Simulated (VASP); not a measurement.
Set up this calculation in VASP 6.6.1, as the native input.

| Quantity | Value |
| --- | --- |
| Task | single point |
| Functional | BLYP |
| Potentials or basis | VASP PAW PBE potentials, release 64 (Ge_d) |
| Cutoff | 520 eV |
| k mesh | 9 × 9 × 9 |
| Occupations | fermi-dirac, width 0.05 eV |
| Spin | no spin polarisation |
| Dipole correction | no |
| Further INCAR settings | ALGO = Normal; EDIFF = 1e-06; NBANDS = 21 |

The structure of Ge lies in POSCAR:

```
Ge
1.0
    0.0000000000      2.9469155335      2.9469155335
    2.9469155335      0.0000000000      2.9469155335
    2.9469155335      2.9469155335      0.0000000000
Ge
2
Direct
    0.5000000000      0.5000000000      0.5000000000
    0.7500000000      0.7500000000      0.7500000000
```

One way to write it, as run:

INCAR

```
AGGAC    = 1.0          
AGGAX    = 1.0          
ALDAC    = 0.0          
ALDAX    = 1.0          
ALGO     = Normal         # electronic algorithm
EDIFF    = 1E-6           # SCF threshold, eV
ENCUT    = 520            # plane-wave cutoff, eV
GGA      = B5             # functional
ISIF     = 2              # what is computed and relaxed
ISMEAR   = -1             # smearing method
LASPH    = True           # aspherical terms in the spheres
LCHARG   = False          # write CHGCAR
LREAL    = False          # projectors in reciprocal space
LWAVE    = False          # write WAVECAR
NBANDS   = 21             # bands
NELM     = 80             # most SCF steps
PREC     = Accurate       # precision mode
SIGMA    = 0.05           # smearing width, eV
```

KPOINTS

```
k-points
0
Gamma
  9 9 9
```

Potentials or basis: VASP PAW PBE potentials, release 64 (Ge_d).

Command:

```bash
$ cat potpaw_PBE.64/Ge_d/POTCAR > POTCAR
$ mpirun -np 1 vasp_std > vasp.out
```

Results of the run:

```yaml
Pressure: -0.1 GPa
Band_gap_on_the_k_mesh: zero (band 14 reaches 4.28 eV, above the bottom of band 15 at 4.13 eV)
```

Caveat: the PAW data sets were made with another functional, which shifts forces and pressure a little.

It took 16 s on 1 thread of Intel(R) Xeon(R) 6975P-C (Granite Rapids) (shared host), peak memory 0.18 GiB.
